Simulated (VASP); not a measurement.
# ZnO (P6_3mc) in VASP: a series of runs

Runs on ZnO. Level: PBEsol. Tasks: vibrations by perturbation theory.

Program: VASP 6.6.1. These are calculated values, not measurements. Logs are shortened: lines on timing, memory, paths and dates and some standing lists are left out, and cuts for length are marked.

### Step 1. The cell of the first run

It takes space group P6_3mc (No. 186, hexagonal). Conventional cell: a = 3.230 Å, b = 3.230 Å, c = 5.214 Å, α = 90.00°, β = 90.00°, γ = 120.00°. Zn (site symmetry 3m) has 4 O at 1.97 to 1.98 Å within 2.6 Å. O (site symmetry 3m) has 4 Zn at 1.97 to 1.98 Å within 2.6 Å.

### Step 2. Vibrations by perturbation theory, PBEsol

INCAR

```
SYSTEM = ZnO
PREC     = Accurate       ! precision mode
ENCUT    = 600            ! plane-wave cutoff, eV
EDIFF    = 1E-8           ! SCF threshold, eV
ISMEAR   = 0              ! smearing method
SIGMA    = 0.01           ! smearing width, eV
LREAL    = .FALSE.        ! projectors in reciprocal space
LASPH    = .TRUE.         ! aspherical terms in the spheres
NELM     = 120            ! most SCF steps
ALGO     = Normal         ! electronic algorithm
ISIF     = 2              ! what is computed and relaxed
LWAVE    = .FALSE.        ! write WAVECAR
LCHARG   = .FALSE.        ! write CHGCAR
GGA      = PS             ! functional
IBRION   = 8              ! ionic algorithm
NSW      = 1              ! ionic steps
GGA_COMPAT= .FALSE.
```

KPOINTS

```
regular mesh
0
G
  6 6 4
  0 0 0
```

POSCAR

```
ZnO
1.0
    3.2300300680      0.0000000000      0.0000000000
   -1.6150150340      2.7972880939      0.0000000000
    0.0000000000      0.0000000000      5.2142270605
Zn O
2 2
Direct
    0.3333333333      0.6666666667      0.5000362241
    0.6666666667      0.3333333333      0.0000362241
    0.6666666667      0.3333333333      0.3789737759
    0.3333333333      0.6666666667      0.8789737759
```

Potentials or basis: VASP PAW PBE potentials, release 64 (Zn, O).

Run with:

```bash
> cat potpaw_PBE.64/Zn/POTCAR potpaw_PBE.64/O/POTCAR > POTCAR
> mpirun -np 1 vasp_std > vasp.out
```

OUTCAR:

```text
SYSTEM = ZnO
   PREC = Accurate
   ENCUT = 600
   EDIFF = 1E-8
   ISMEAR = 0
   LREAL = .FALSE.
   LASPH = .TRUE.
   NELM = 120
   ISIF = 2
   GGA = PS
   IBRION = 8
   NSW = 1

 ion  position               nearest neighbor table
   1  0.333  0.667  0.500-   3 1.97   3 1.97   3 1.97   4 1.98
   2  0.667  0.333  0.000-   4 1.97   4 1.97   4 1.97   3 1.98
   3  0.667  0.333  0.379-   1 1.97   1 1.97   1 1.97   2 1.98
   4  0.333  0.667  0.879-   2 1.97   2 1.97   2 1.97   1 1.98

  LATTYP: Found a hexagonal cell.
 ALAT       =     3.2300300680
 C/A-ratio  =     1.6142967560

  Lattice vectors:

 A1 = (   3.2300300680,   0.0000000000,   0.0000000000)
 A2 = (  -1.6150150340,   2.7972880939,   0.0000000000)
 A3 = (   0.0000000000,   0.0000000000,   5.2142270605)

Analysis of symmetry for initial positions (statically):
=====================================================================
 Subroutine PRICEL returns:
 Original cell was already a primitive cell.

 Routine SETGRP: Setting up the symmetry group for a
 hexagonal supercell.

 Subroutine GETGRP returns: Found 12 space group operations
 (whereof  6 operations were pure point group operations)
 out of a pool of 24 trial point group operations.

The static configuration has the point symmetry C_3v.
 The point group associated with its full space group is C_6v.

Analysis of symmetry for dynamics (positions and initial velocities):
=====================================================================
 Subroutine PRICEL returns:
 Original cell was already a primitive cell.

 Routine SETGRP: Setting up the symmetry group for a
 hexagonal supercell.

 Subroutine GETGRP returns: Found 12 space group operations
 (whereof  6 operations were pure point group operations)
 out of a pool of 24 trial point group operations.

The dynamic configuration has the point symmetry C_3v.
 The point group associated with its full space group is C_6v.

 Subroutine INISYM returns: Found 12 space group operations
 (whereof  6 operations are pure point group operations),
 and found     1 'primitive' translations

----------------------------------------------------------------------------------------

                                     Primitive cell

  volume of cell :      47.1122

  direct lattice vectors                    reciprocal lattice vectors
     3.230030068  0.000000000  0.000000000     0.309594641  0.178744549  0.000000000
    -1.615015034  2.797288094  0.000000000     0.000000000  0.357489099  0.000000000
     0.000000000  0.000000000  5.214227060     0.000000000  0.000000000  0.191782979

  length of vectors
     3.230030068  3.230030068  5.214227060     0.357489099  0.357489099  0.191782979

  position of ions in fractional coordinates (direct lattice)
     0.333333333  0.666666667  0.500036224
     0.666666667  0.333333333  0.000036224
     0.666666667  0.333333333  0.378973776
     0.333333333  0.666666667  0.878973776

  ion indices of the primitive-cell ions
   primitive index   ion index
                 1           1
                 2           2
                 3           3
                 4           4
[... 115 lines left out ...]
  free energy    TOTEN  =       -19.41160254 eV

  energy without entropy =      -19.41160254  energy(sigma->0) =      -19.41160254

 E-fermi :   1.2525     XC(G=0): -11.2404

 val. band max:        1.1483558985   @ k =   0.0000   0.0000   0.0000
 cond. band min:       1.8377046822   @ k =   0.0000   0.0000   0.0000
 fundamental gap:      0.6893487837
 Fermi energy:         1.2525084444

 k-point     1 :       0.0000    0.0000    0.0000
  band No.  band energies     occupation
      1     -16.9824      2.00000
      2     -16.2268      2.00000
      3      -4.6630      2.00000
      4      -4.6211      2.00000
      5      -4.6211      2.00000
      6      -4.5782      2.00000
[... 514 lines left out ...]
     21       9.0582      0.00000
     22       9.0582      0.00000

------------------------ aborting loop because EDIFF is reached ----------------------------------------

  FORCE on cell =-STRESS in cart. coord.  units (eV):
  Direction    XX          YY          ZZ          XY          YZ          ZX
  --------------------------------------------------------------------------------------
  -------------------------------------------------------------------------------------
  Total        0.2433369      0.2433369      0.2374567      0.0000000      0.0000000      0.0000000
  in kB        8.2753205      8.2753205      8.0753500      0.0000000      0.0000000      0.0000000
  external PRESSURE =       8.2086637 kB  Pullay stress =       0.0000000 kB

 VOLUME and BASIS-vectors are now :
 -----------------------------------------------------------------------------
  energy-cutoff  :      600.00
  volume of cell :       47.11
      direct lattice vectors                 reciprocal lattice vectors
     3.230030068  0.000000000  0.000000000     0.309594641  0.178744549  0.000000000
    -1.615015034  2.797288094  0.000000000     0.000000000  0.357489099  0.000000000
     0.000000000  0.000000000  5.214227060     0.000000000  0.000000000  0.191782979

 POSITION                                       TOTAL-FORCE (eV/Angst)
 -----------------------------------------------------------------------------------
     -0.00000      1.86486      2.60730         0.000000     -0.000000      0.000906
      1.61502      0.93243      0.00019        -0.000000      0.000000      0.000906
      1.61502      0.93243      1.97606        -0.000000      0.000000     -0.000906
     -0.00000      1.86486      4.58317         0.000000     -0.000000     -0.000906
 -----------------------------------------------------------------------------------
    total drift:                                0.000000     -0.000000     -0.000578

  FREE ENERGIE OF THE ION-ELECTRON SYSTEM (eV)
  ---------------------------------------------------
  free  energy   TOTEN  =       -19.4116025434 eV

  energy  without entropy=      -19.4116025434  energy(sigma->0) =      -19.41160254

[... ionic steps 2 to 9 ...]

--------------------------------------- Ionic step       10  -------------------------------------------

------------------------ aborting loop because EDIFF is reached ----------------------------------------

[... ionic steps 11 to 11 ...]

--------------------------------------- Ionic step       12  -------------------------------------------

 Free energy of the ion-electron system (eV)
  ---------------------------------------------------
  ---------------------------------------------------
  free energy    TOTEN  =        -0.37652155 eV

  energy without entropy =       -0.37652155

------------------------ aborting loop because EDIFF is reached ----------------------------------------

 INTERNAL STRAIN TENSOR  FOR ION    3  DIRECTION 3   (eV/Angst):
 -----------------------------------------------------------------------------
     4.69222  0.00000  0.00000
     0.00000  4.69222  0.00000
     0.00000  0.00000 -9.21400

 INTERNAL STRAIN TENSOR FOR ION    4 for displacements in x,y,z  (eV/Angst):
          X           Y           Z          XY          YZ          ZX
  --------------------------------------------------------------------------------
  x    -0.00000     0.00000    -0.00000    -8.30611     0.00000     4.45203
  y    -8.30611     8.30611     0.00000     0.00000     4.74118     0.00000
  z     4.69222     4.69222    -9.21400     0.00000     0.00000     0.00000

 SECOND DERIVATIVES (NOT SYMMETRIZED)
 ------------------------------------
               1X          1Y          1Z          2X          2Y          2Z          3X          3Y          3Z          4X          4Y          4Z
  1X    -7.709686   -0.000000    0.000000    0.324446    0.000000   -0.000000    7.398988    0.000000   -0.000000   -0.013748    0.000000   -0.000000
  1Y     0.000000   -7.709686    0.000000   -0.000000    0.324446    0.000000    0.000000    7.398988    0.000000    0.000000   -0.013748    0.000000
  1Z     0.000000    0.000000  -11.645255    0.000000   -0.000000    4.891643    0.000000    0.000000    1.605945    0.000000   -0.000000    5.147666
  2X     0.324446    0.000000    0.000000   -7.709686    0.000000    0.000000   -0.013748   -0.000000    0.000000    7.398988   -0.000000    0.000000
  2Y     0.000000    0.324446    0.000000   -0.000000   -7.709686   -0.000000    0.000000   -0.013748    0.000000    0.000000    7.398988    0.000000
  2Z     0.000000    0.000000    4.891643    0.000000    0.000000  -11.645255   -0.000000    0.000000    5.147666    0.000000   -0.000000    1.605945
  3X     7.398900    0.000000    0.000000   -0.018033    0.000000    0.000000   -8.330661    0.000000    0.000000    0.949794   -0.000000    0.000000
  3Y    -0.000000    7.398900    0.000000    0.000000   -0.018033    0.000000   -0.000000   -8.330661    0.000000    0.000000    0.949794    0.000000
  3Z     0.000000   -0.000000    1.520247    0.000000    0.000000    5.172692    0.000000    0.000000  -11.662125    0.000000   -0.000000    4.969186
  4X    -0.018033    0.000000    0.000000    7.398900    0.000000    0.000000    0.949794    0.000000    0.000000   -8.330661    0.000000   -0.000000
  4Y     0.000000   -0.018033    0.000000   -0.000000    7.398900    0.000000    0.000000    0.949794    0.000000   -0.000000   -8.330661    0.000000
  4Z     0.000000    0.000000    5.172692    0.000000    0.000000    1.520247    0.000000    0.000000    4.969186   -0.000000    0.000000  -11.662125

 Eigenvectors and eigenvalues of the dynamical matrix
 ----------------------------------------------------

   1 f  =   16.056533 THz   100.886172 2PiTHz  535.588289 cm-1    66.404455 meV
             X         Y         Z           dx          dy          dz
     -0.000000  1.864859  2.607302     0.000000    0.000000   -0.097122
      1.615015  0.932429  0.000189    -0.000000   -0.000000    0.097122
      1.615015  0.932429  1.976055    -0.000000   -0.000000   -0.700405
     -0.000000  1.864859  4.583169     0.000000    0.000000    0.700405
[... 71 lines left out ...]
  12 f/i=    0.020302 THz     0.127559 2PiTHz    0.677192 cm-1     0.083961 meV
             X         Y         Z           dx          dy          dz
     -0.000000  1.864859  2.607302    -0.000000    0.000000    0.633239
      1.615015  0.932429  0.000189    -0.000000    0.000000    0.633239
      1.615015  0.932429  1.976055    -0.000000    0.000000    0.314655
     -0.000000  1.864859  4.583169    -0.000000    0.000000    0.314655

--------------------------------------------------------------------------------------------------------

 ELASTIC MODULI CONTR FROM IONIC RELAXATION (kBar)
 Direction    XX          YY          ZZ          XY          YZ          ZX
 --------------------------------------------------------------------------------
 XX        -736.1298    292.3946    436.1783     -0.0000      0.0000     -0.0000
 YY         292.3946   -736.1298    436.1783      0.0000      0.0000      0.0000
 ZZ         436.1783    436.1783   -857.5002     -0.0000     -0.0000      0.0000
 XY          -0.0000      0.0000     -0.0000   -514.2622     -0.0000      0.0000
 YZ           0.0000     -0.0000     -0.0000     -0.0000   -191.7529     -0.0000
 ZX          -0.0000      0.0000      0.0000      0.0000     -0.0000   -186.7564
 --------------------------------------------------------------------------------
```

It took 3.3 min on 1 thread of Intel Xeon 6975P-C (Granite Rapids), shared host; peak memory 0.39 GiB.

What came out:

```yaml
Highest_phonon_frequency_at_Γ_LO-TO_splitting_left_out: 536 cm⁻¹
```

Phonon frequencies in cm⁻¹ (negative: imaginary):
```
              q point                               frequencies
(0.000, 0.000, 0.000)  -1 0 0 87 87 254 377 395 395 428 428 536
```

Caveat: the k points lie up to 0.37 Å⁻¹ apart; the PAW data sets were made with another functional, which shifts forces and pressure a little.

[end of part 1 of 2]
